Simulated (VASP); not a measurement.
Input of a VASP 6.6.1 run:

The input INCAR:

```
SYSTEM = Nb16H3C
  PREC = Accurate
  ENCUT = 520
  EDIFF = 1E-6
  ISMEAR = 0
  SIGMA = 0.1
  LREAL = Auto
  LASPH = .TRUE.
  NELM = 80
  ALGO = Normal
  ISIF = 2
  LWAVE = .FALSE.
  LCHARG = .FALSE.
  GGA = PE
  IVDW = 12
  NBANDS = 124
```

File KPOINTS:

```
regular mesh
0
G
  3 4 1
  0 0 0
```

POSCAR

```
Nb16H3C
1.0
    6.6000000000      0.0000000000      0.0000000000
    3.3000000000      4.6669050000      0.0000000000
    0.0000000000      0.0000000000     20.0003570000
Nb C H
16 1 3
Direct
   -0.2499999464      0.4999998929      0.0499991075
    0.2500000536      0.4999998929      0.0499991075
   -0.2500000000      1.0000000000      0.0499991075
    0.2500000000      1.0000000000      0.0499991075
   -0.0038103268      0.0035173204      0.1616148652
    0.4954379711      0.0045464821      0.1617319131
   -0.0037482999      0.5042129634      0.1608863282
    0.4953776001      0.5041514666      0.1608907281
   -0.2591957302      0.5090172180      0.2746025983
    0.2399468032      0.5090557875      0.2778475904
   -0.2612691093      1.0112318549      0.2776286943
    0.2391864473      1.0103522570      0.2778505404
   -0.0249079439      0.0297025545      0.3874219345
    0.4837266213      0.0151749393      0.3895986457
   -0.0206667468      0.5126928875      0.3902772836
    0.4941078623      0.5071324572      0.3900847870
    0.2511142244      0.4824482178      0.4741193370
    0.2848327690      0.3124184015      0.5086683203
    0.3562057103      0.5620373674      0.4967066838
    0.0516551322      0.6686242810      0.4858201281
```

Potentials or basis: VASP PAW PBE potentials, release 64 (Nb_sv, C, H).

The run is started by

```console
$ cat potpaw_PBE.64/Nb_sv/POTCAR potpaw_PBE.64/C/POTCAR potpaw_PBE.64/H/POTCAR > POTCAR
$ mpirun -np 1 vasp_std > vasp.out
```

Task: Estimate the dispersion energy per atom.

Result: -0.466 eV.

Task: What does it give for the largest force?

Result: 0.165 eV/Å.

Task: What does it give for the band gap on the k mesh?

Result: Zero (an odd number of electrons rules out a gap without spin polarisation).

Forces in eV/Å, atoms in the order of the input:
```
Nb  -0.016  0.046 -0.082
Nb  -0.017  0.040  0.159
Nb  -0.024  0.056 -0.033
Nb  -0.003  0.068  0.005
Nb   0.002 -0.001  0.000
Nb   0.001  0.001  0.002
Nb   0.001  0.001  0.004
Nb  -0.001  0.000  0.003
Nb   0.002  0.001 -0.002
Nb   0.003  0.002 -0.003
Nb   0.003  0.004 -0.005
Nb   0.005  0.003 -0.005
Nb   0.006  0.013 -0.019
Nb  -0.001  0.015 -0.005
Nb   0.008 -0.006 -0.002
Nb   0.000 -0.004 -0.003
C   -0.008 -0.081 -0.023
H    0.056 -0.099  0.012
H    0.037  0.011  0.007
H   -0.056 -0.073 -0.009
```

Caveat: there is no dipole correction, which matters where the two faces differ.
